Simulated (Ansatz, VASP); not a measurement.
**Sc: VASP and Ansatz over several settings**

```
Sc
1.0
     3.26428    0.00000    0.00000
    -1.63214    2.82695    0.00000
     0.00000    0.00000    5.20203
Sc
2
Direct
  0.66667 0.33333 0.75000
  0.33333 0.66667 0.25000
```

Single points on this cell with VASP 6.6.1 and Ansatz 0.2.0. Each row is one pair of runs. Alike in all rows: spin: off; k mesh: 9 × 9 × 5; smearing: fermi-dirac, width 0.05 eV.

```csv
level,"VASP's potentials, cutoff","Ansatz's potentials, cutoff","gap on the k mesh at the Fermi level (eV), VASP","gap on the k mesh at the Fermi level (eV), Ansatz","pressure (GPa), VASP","pressure (GPa), Ansatz"
LDA,"VASP PAW LDA potentials, release 64 (Sc_sv), 520 eV","Ansatz PAW, 420 eV",none,none,-3.4,-3.4
PBE,"VASP PAW PBE potentials, release 64 (Sc_sv), 520 eV","Ansatz PAW, 420 eV",none,none,1.6,1.6
r2SCAN,"VASP PAW PBE potentials, release 64 (Sc_sv), 520 eV","Ansatz PAW, 500 eV",none,none,2.6,2.3
PBEsol,"VASP PAW PBE potentials, release 64 (Sc_sv), 520 eV","Ansatz PAW, 420 eV",none,none,-0.7,-0.7
```

Pressure (GPa): the two programs differ by at most 0.22.

A gap of «none» marks a metal or a gap that the smearing closes.
